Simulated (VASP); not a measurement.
# Te2Mo in VASP: single point with PBE+D3(BJ)

Aim: the single point of Te2Mo with PBE+D3(BJ).

All numbers are computed with VASP 6.6.1; they aren't measurements. Logs are shortened: lines on timing, memory, paths and dates and some standing lists are left out, and cuts for length are marked.

## (1) The cell of the first run

The cell holds a slab with vacuum, 6 atoms: a = 3.421 Å, b = 6.291 Å, c = 24.150 Å, α = 90.00°, β = 90.00°, γ = 90.00°.

## (2) Single point, PBE+D3(BJ)

Input file INCAR:

```
PREC = Accurate
ENCUT = 400
EDIFF = 1E-6
ISMEAR = 0
SIGMA = 0.05
LREAL = False
LASPH = True
NELM = 120
ALGO = Normal
ISIF = 2
LWAVE = False
LCHARG = True
LDIPOL = True
IDIPOL = 3
DIPOL = 0.5 0.5 0.500
GGA = PE
IVDW = 12
LELF = True
LVHAR = True
LVACPOTAV = True
NBANDS = 35
GGA_COMPAT = False
NELMDL = -8
```

Input file KPOINTS:

```
regular mesh
0
Gamma
  25 14 1
```

Input file POSCAR:

```
Te2Mo
1.0
    3.4210267205      0.0000000000      0.0000000000
    0.0000000000      6.2914664856      0.0000000000
    0.0000000000      0.0000000000     24.1502570281
Te Mo
4 2
Direct
    0.2500000000      0.5044320662      0.4143413968
    0.7500000000      0.9946478957      0.4383347013
    0.2500000000      0.8557803068      0.5616653306
    0.7500000000      0.3459960261      0.5856585928
    0.7500000000      0.6073209134      0.4963609177
    0.2500000000      0.2431071517      0.5036390620
```

Potentials or basis: VASP PAW PBE potentials, release 64 (Te, Mo_sv).

On the command line:

```sh
> cat potpaw_PBE.64/Te/POTCAR potpaw_PBE.64/Mo_sv/POTCAR > POTCAR
> mpirun -np 1 vasp_std > vasp.out
```

OUTCAR:

```text
PREC = Accurate
   ENCUT = 400
   EDIFF = 1E-6
   ISMEAR = 0
   LREAL = False
   LASPH = True
   NELM = 120
   ISIF = 2
   GGA = PE
   IVDW = 12
   NELMDL = -8
 IVDW          = 12

 ion  position               nearest neighbor table
   1  0.250  0.504  0.414-   5 2.70   5 2.70   6 2.71   2 3.57   2 3.57   2 3.68   2 3.68
   2  0.750  0.995  0.438-   6 2.80   6 2.80   5 2.81   3 3.54   3 3.54   1 3.57   1 3.57   1 3.68
                             1 3.68
   3  0.250  0.856  0.562-   5 2.80   5 2.80   6 2.81   2 3.54   2 3.54   4 3.57   4 3.57   4 3.68
                             4 3.68
   4  0.750  0.346  0.586-   6 2.70   6 2.70   5 2.71   3 3.57   3 3.57   3 3.68   3 3.68
   5  0.750  0.607  0.496-   1 2.70   1 2.70   4 2.71   3 2.80   3 2.80   2 2.81   6 2.86   6 2.86

   6  0.250  0.243  0.504-   4 2.70   4 2.70   1 2.71   2 2.80   2 2.80   3 2.81   5 2.86   5 2.86

  LATTYP: Found a simple orthorhombic cell.
 ALAT       =     3.4210267205
 B/A-ratio  =     1.8390579787
 C/A-ratio  =     7.0593593682

  Lattice vectors:

 A1 = (   3.4210267205,   0.0000000000,   0.0000000000)
 A2 = (   0.0000000000,   6.2914664856,   0.0000000000)
 A3 = (   0.0000000000,   0.0000000000,  24.1502570281)

Analysis of symmetry for initial positions (statically):
=====================================================================
 Subroutine PRICEL returns:
 Original cell was already a primitive cell.

 Routine SETGRP: Setting up the symmetry group for a
 simple orthorhombic supercell.

 Subroutine GETGRP returns: Found  4 space group operations
 (whereof  1 operations were pure point group operations)
 out of a pool of  8 trial point group operations.

The static configuration has the point symmetry C_1 .
 The point group associated with its full space group is C_2h.

Analysis of symmetry for dynamics (positions and initial velocities):
=====================================================================
 Subroutine PRICEL returns:
 Original cell was already a primitive cell.

 Routine SETGRP: Setting up the symmetry group for a
 simple orthorhombic supercell.

 Subroutine GETGRP returns: Found  4 space group operations
 (whereof  1 operations were pure point group operations)
 out of a pool of  8 trial point group operations.

The dynamic configuration has the point symmetry C_1 .
 The point group associated with its full space group is C_2h.

 Subroutine INISYM returns: Found  4 space group operations
 (whereof  1 operations are pure point group operations),
 and found     1 'primitive' translations

----------------------------------------------------------------------------------------

                                     Primitive cell

  volume of cell :     519.7926

  direct lattice vectors                    reciprocal lattice vectors
     3.421026721  0.000000000  0.000000000     0.292309906  0.000000000  0.000000000
     0.000000000  6.291466486  0.000000000     0.000000000  0.158945454  0.000000000
     0.000000000  0.000000000 24.150257028     0.000000000  0.000000000  0.041407427

  length of vectors
     3.421026721  6.291466486 24.150257028     0.292309906  0.158945454  0.041407427

  position of ions in fractional coordinates (direct lattice)
     0.250000000  0.504432066  0.414341397
     0.750000000  0.994647896  0.438334701
     0.250000000  0.855780307  0.561665331
     0.750000000  0.345996026  0.585658593
     0.750000000  0.607320913  0.496360918
     0.250000000  0.243107152  0.503639062

  ion indices of the primitive-cell ions
   primitive index   ion index
                 1           1
                 2           2
                 3           3
                 4           4
                 5           5
                 6           6

----------------------------------------------------------------------------------------

 KPOINTS: regular mesh

Automatic generation of k-mesh.
 Grid dimensions read from file:
 generate k-points for:   25   14    1

 Generating k-lattice:

  Cartesian coordinates                     Fractional coordinates (reciprocal lattice)
     0.011692396  0.000000000  0.000000000     0.040000000  0.000000000  0.000000000
     0.000000000  0.011353247  0.000000000     0.000000000  0.071428571  0.000000000
     0.000000000  0.000000000  0.041407427     0.000000000  0.000000000  1.000000000

  Length of vectors
     0.011692396  0.011353247  0.041407427

  Shift w.r.t. Gamma in fractional coordinates (k-lattice)
     0.000000000  0.000000000  0.000000000

 Subroutine IBZKPT returns following result:
 ===========================================

 Found    104 irreducible k-points:

 Following reciprocal coordinates:
            Coordinates               Weight
  0.000000  0.000000  0.000000      1.000000
  0.040000  0.000000  0.000000      2.000000
  0.080000  0.000000  0.000000      2.000000
  0.120000  0.000000  0.000000      2.000000
  0.160000  0.000000  0.000000      2.000000
  0.200000  0.000000  0.000000      2.000000
[... 16 lines left out ...]
  0.360000  0.071429  0.000000      4.000000
  0.400000  0.071429  0.000000      4.000000
 [... further k-points ...]
   k-points           NKPTS =    104   k-points in BZ     NKDIM =    104   number of bands    NBANDS=     35
   number of dos      NEDOS =    301   number of ions     NIONS =      6
   total plane-waves  NPLWV = 161280
   dimension x,y,z NGX =    24 NGY =   42 NGZ =  160
   dimension x,y,z NGXF=    48 NGYF=   84 NGZF=  320
   ions per type =               4   2
   NGX,Y,Z   is equivalent  to a cutoff of  11.66, 11.10, 11.01 a.u.
   NGXF,Y,Z  is equivalent  to a cutoff of  23.33, 22.20, 22.03 a.u.
 SYSTEM =  unknown system
   PREC   = accura    normal or accurate (medium, high low for compatibility)
   ISTART =      0    job   : 0-new  1-cont  2-samecut
   ICHARG =      2    charge: 1-file 2-atom 10-const
   ISPIN  =      1    spin polarized calculation?
   LNONCOLLINEAR =      F non collinear calculations
   LSORBIT =      F    spin-orbit coupling
   LASPH  =      T    aspherical Exc in radial PAW
   ENCUT  =  400.0 eV  29.40 Ry    5.42 a.u.   5.58 10.26 39.38*2*pi/ulx,y,z
   NELM   =    120;   NELMIN=  2; NELMDL= -8     # of ELM steps
   EDIFF  = 0.1E-05   stopping-criterion for ELM
   LREAL  =      F    real-space projection
   EDIFFG = 0.1E-04   stopping-criterion for IOM
   NSW    =      0    number of steps for IOM
   IBRION =     -1    ionic relax: 0-MD 1-quasi-New 2-CG
   NFREE  =      0    steps in history (QN), initial steepest desc. (CG)
   ISIF   =      2    stress and relaxation
   ISYM   =      2    0-nonsym 1-usesym 2-fastsym
   POTIM  = 0.5000    time-step for ionic-motion
   TEBEG  =    0.0;   TEEND  =   0.0 temperature during run
   PSTRESS=    0.0 pullay stress
   NELECT =      52.0000    total number of electrons
   NUPDOWN=      -1.0000    fix difference up-down
   EMIN   =  10.00;   EMAX   =-10.00  energy-range for DOS
   EFERMI =   0.00;   METHOD = LEGACY
   ISMEAR =     0;   SIGMA  =   0.05  broadening in eV -4-tet -1-fermi 0-gaus
   EFERMI_NEDOS =   21; number of points for ismear=-14 and -15
   IALGO  =     38    algorithm
   IMIX   =      4    mixing-type and parameters
     AMIX     =   0.40;   BMIX     =  1.00
     AMIX_MAG =   1.60;   BMIX_MAG =  1.00
  volume/ion in A,a.u.               =      86.63       584.62
  Fermi-wavevector in a.u.,A,eV,Ry     =   0.759975  1.436144  7.858206  0.577562
  Thomas-Fermi vector in A             =   1.858889
   LORBIT       =      0    0 simple, 1 ext, 2 COOP (PROOUT), +10 PAW based schemes
   GGA     = PE    functional components
   LHFCALC =     F    Hartree Fock is set to
   AEXX    =    0.0000 exact exchange contribution
   IVDW    =    12    specifies the selected vdW correction
   LEPSILON=     F    determine dielectric tensor
   LRPA    =     F    only Hartree local field effects (RPA)
 non-spin polarized calculation
 Gauss-broadening in eV      SIGMA  =   0.05
  energy-cutoff  :      400.00
  volume of cell :      519.79
 maximum number of plane-waves:      9501
 NGX is ok and might be reduce to    24
   NGX = 11   NGY = 21   NGZ = 79

 number of electron      52.0000006 magnetization

 dipolmoment           0.000000      0.000000      0.000002 electrons x Angstroem

 Free energy of the ion-electron system (eV)
  ---------------------------------------------------
  ext. energy  EPLUGINS =         0.00000000
  ---------------------------------------------------
  free energy    TOTEN  =       -35.93521686 eV

  energy without entropy =      -35.93348838  energy(sigma->0) =      -35.93435262

 E-fermi :  -0.7456     XC(G=0):  -3.4983

 val. band max:       -0.7520381600   @ k =   0.0400   0.1429   0.0000
 cond. band min:      -0.7369027527   @ k =   0.0000   0.4286   0.0000
 fundamental gap:      0.0151354074
 Fermi energy:        -0.7456488667

 k-point     1 :       0.0000    0.0000    0.0000
  band No.  band energies     occupation
      1     -61.8315      2.00000
      2     -61.7661      2.00000
      3     -36.0962      2.00000
      4     -36.0161      2.00000
      5     -35.9862      2.00000
      6     -35.8464      2.00000
[... 27 lines left out ...]
     34       2.7165      0.00000
     35       3.0145      0.00000

 k-point     2 :       0.0400    0.0000    0.0000
  band No.  band energies     occupation
      1     -61.8311      2.00000
      2     -61.7662      2.00000
      3     -36.0961      2.00000
      4     -36.0189      2.00000
      5     -35.9852      2.00000
      6     -35.8517      2.00000
[... 27 lines left out ...]
     34       2.5903      0.00000
     35       3.0576      0.00000
[... 796 lines left out ...]
     34       2.6011      0.00000
     35       4.2120      0.00000

 k-point    24 :       0.4000    0.0714    0.0000
  band No.  band energies     occupation
      1     -61.8025      2.00000
      2     -61.7823      2.00000
      3     -36.1377      2.00000
      4     -36.1341      2.00000
      5     -35.9409      2.00000
      6     -35.9194      2.00000
[... 27 lines left out ...]
     34       2.7156      0.00000
     35       4.2943      0.00000

 [... further k-points ...]

------------------------ aborting loop because EDIFF is reached ----------------------------------------

 Edisp (eV)   -2.38735

 E8    (eV) :    -1.1628

  FORCE on cell =-STRESS in cart. coord.  units (eV):
  Direction    XX          YY          ZZ          XY          YZ          ZX
  --------------------------------------------------------------------------------------
  -------------------------------------------------------------------------------------
  Total      -0.44618     0.23361     0.02859     0.00000     0.07154     0.00000
  in kB      -1.37527     0.72005     0.08812     0.00000     0.22051     0.00000
  external pressure =       -0.19 kB  Pullay stress =        0.00 kB

 VOLUME and BASIS-vectors are now :
 -----------------------------------------------------------------------------
  energy-cutoff  :      400.00
  volume of cell :      519.79
      direct lattice vectors                 reciprocal lattice vectors
     3.421026721  0.000000000  0.000000000     0.292309906  0.000000000  0.000000000
     0.000000000  6.291466486  0.000000000     0.000000000  0.158945454  0.000000000
     0.000000000  0.000000000 24.150257028     0.000000000  0.000000000  0.041407427

 POSITION                                       TOTAL-FORCE (eV/Angst)
 -----------------------------------------------------------------------------------
      0.85526      3.17362     10.00645        -0.000000     -0.012474     -0.020128
      2.56577      6.25779     10.58590         0.000000     -0.002971     -0.054021
      0.85526      5.38411     13.56436         0.000000      0.002971      0.054021
      2.56577      2.17682     14.14381         0.000000      0.012474      0.020128
      2.56577      3.82094     11.98724         0.000000     -0.079427     -0.055899
      0.85526      1.52950     12.16301         0.000000      0.079427      0.055899
 -----------------------------------------------------------------------------------
    total drift:                               -0.000000     -0.000157      0.001174

  FREE ENERGIE OF THE ION-ELECTRON SYSTEM (eV)
  ---------------------------------------------------
  free  energy   TOTEN  =       -38.3225701658 eV

  energy  without entropy=      -38.3208416800  energy(sigma->0) =      -38.32170592

 vacuum level on the upper side and lower side of the slab         3.700         3.700
```

It took 17 min on 1 thread of AMD EPYC 9R45 (Zen 5), shared host; peak memory 1.1 GiB.

What came out:

```yaml
Free_energy: -38.3226 eV
Largest_force: 0.097 eV/Å
Band_gap_on_the_k_mesh: zero (bands 26 and 27 overlap by 0.33 eV)
Dispersion_energy_per_atom: -0.398 eV
```

Forces on the atoms (eV/Å):
```
Te   0.000 -0.012 -0.020
Te   0.000 -0.003 -0.054
Te   0.000  0.003  0.054
Te   0.000  0.012  0.020
Mo   0.000 -0.079 -0.056
Mo   0.000  0.079  0.056
```

Caveat: spin-orbit coupling is left out, which moves the levels of the heavy elements.
